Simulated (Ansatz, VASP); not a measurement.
# Sb in VASP and in Ansatz

The input POSCAR:

```
Sb
1.0
    3.1224020000      0.0000000000      0.0000000000
    0.0000000000      4.3475180000      0.0000000000
   -0.0389150000      0.0000000000      4.4058520000
Sb
2
Direct
    0.0113890000      0.2500000000      0.2411660000
    0.9886110000      0.7500000000      0.7588340000
```

Contents of INCAR.step1:

```
PREC = Accurate
ENCUT = 520
EDIFF = 1E-5
ISMEAR = -1
SIGMA = 0.05
LREAL = F
LASPH = T
NELM = 60
ALGO = Normal
ISIF = 2
LWAVE = T
LCHARG = F
NBANDS = 12
GGA = PE
```

Contents of INCAR.step2:

```
PREC = Accurate
ENCUT = 520
EDIFF = 1E-7
ISMEAR = -1
SIGMA = 0.05
LREAL = F
LASPH = T
NELM = 60
ALGO = Normal
ISIF = 2
LWAVE = F
LCHARG = F
GGA = PE
LHFCALC = T
AEXX = 0.25
PRECFOCK = Normal
NBANDS = 12
ISTART = 1
```

File KPOINTS:

```
Automatic mesh
0
Gamma
  5 4 4
```

Contents of input.yaml:

```yaml
crystal:
  lattice:
    - [3.122402, 0.0, 0.0]
    - [0.0, 4.347518, 0.0]
    - [-0.038915, 0.0, 4.405852]
  atoms:
    - { symbol: Sb, position: [0.011389, 0.25, 0.241166] }
    - { symbol: Sb, position: [0.988611, 0.75, 0.758834] }
hamiltonian:
  xc: pbe0
  pseudopotentials: { kind: paw }
kpoints:
  mp_grid: { grid: [5, 4, 4] }
scf:
  occupations: { method: fermi_dirac, width: 0.05 }
  n_extra_bands: 6
output:
  forces: true
  stress: true
  eigenvalues: true
  dos: { projected: true, de: 0.05 }
```

Alike in both runs: functional PBE0; k mesh 5 × 4 × 4; occupations fermi-dirac, width 0.05 eV; no spin polarisation.

|  | VASP | Ansatz |
| --- | --- | --- |
| version | VASP 6.6.1 | Ansatz 0.2.0 |
| potentials or method | VASP PAW PBE potentials, release 64 (Sb) | Ansatz PAW |
| plane-wave cutoff (eV) | 520 | 420 |
| valence electrons in the cell | 10 | 30 |
| task | single point | projected density of states |

|  | VASP | Ansatz | Ansatz less VASP |
| --- | --- | --- | --- |
| gap on the k mesh at the Fermi level (eV) | none | none | - |
| pressure (GPa) | -2.7 | -1.6 | +1.11 |
| traceless stress, the component that is largest in VASP (GPa) | -2.09 | -2.19 | -0.095 |
| rms of the force components (eV/Å) | 0.100 | 0.109 | +0.0086 |

Atom by atom the forces differ by 0.010 eV/Å (rms over components). A gap of «none» marks a metal or a gap that the smearing closes. VASP's potentials hold 10 valence electrons a cell and Ansatz's 30, so a difference there can come from the potentials and not from the codes.

The k mesh is coarse, so the values compare programs but aren't converged. Spin-orbit coupling is off throughout.
